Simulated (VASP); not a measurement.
Wanted: the native input for a VASP 6.6.1 run.

| Property | Result |
| --- | --- |
| Task | single point |
| Functional | PBEsol |
| Potentials or basis | VASP PAW PBE potentials, release 64 (In_d, P) |
| Cutoff | 500 eV |
| k mesh | 10 × 10 × 10 |
| Occupations | gaussian, width 0.02 eV |
| Spin | no spin polarisation |
| Dipole correction | no |
| Further INCAR settings | ALGO = Normal; EDIFF = 1e-06; NBANDS = 16 |

The structure of InP (a.b) lies in POSCAR:

```
InP
1.0
    0.0000000000      2.9394548964      2.9394548964
    2.9394548964      0.0000000000      2.9394548964
    2.9394548964      2.9394548964      0.0000000000
In P
1 1
Direct
    0.0000000000      0.0000000000      0.0000000000
    0.2500000000      0.2500000000      0.2500000000
```

These files were run (other wordings do the same):

INCAR

```
ALGO = Normal
EDIFF = 1E-6
ENCUT = 500
GGA = PS
GGA_COMPAT = F
ISIF = 2
ISMEAR = 0
LASPH = T
LCHARG = T
LELF = T
LREAL = F
LVHAR = T
LWAVE = F
NBANDS = 16
NELM = 120
PREC = Accurate
SIGMA = 0.02
```

KPOINTS

```
k-points
0
Gamma
  10 10 10
```

Potentials or basis: VASP PAW PBE potentials, release 64 (In_d, P).

Command:

```bash
$ cat potpaw_PBE.64/In_d/POTCAR potpaw_PBE.64/P/POTCAR > POTCAR
$ mpirun -np 1 vasp_std > vasp.out
```

It gave:

```json
{
  "Pressure": "0.0 GPa",
  "Band gap on the k mesh": "0.57 eV, direct"
}
```

Caveat: the PAW data sets were made with another functional, which shifts forces and pressure a little; spin-orbit coupling is left out, which moves the levels of the heavy elements.

Wall time 24 s on 1 thread of Intel(R) Xeon(R) Platinum 8375C CPU @ 2.90GHz (Ice Lake) (shared host), peak memory 0.18 GiB.
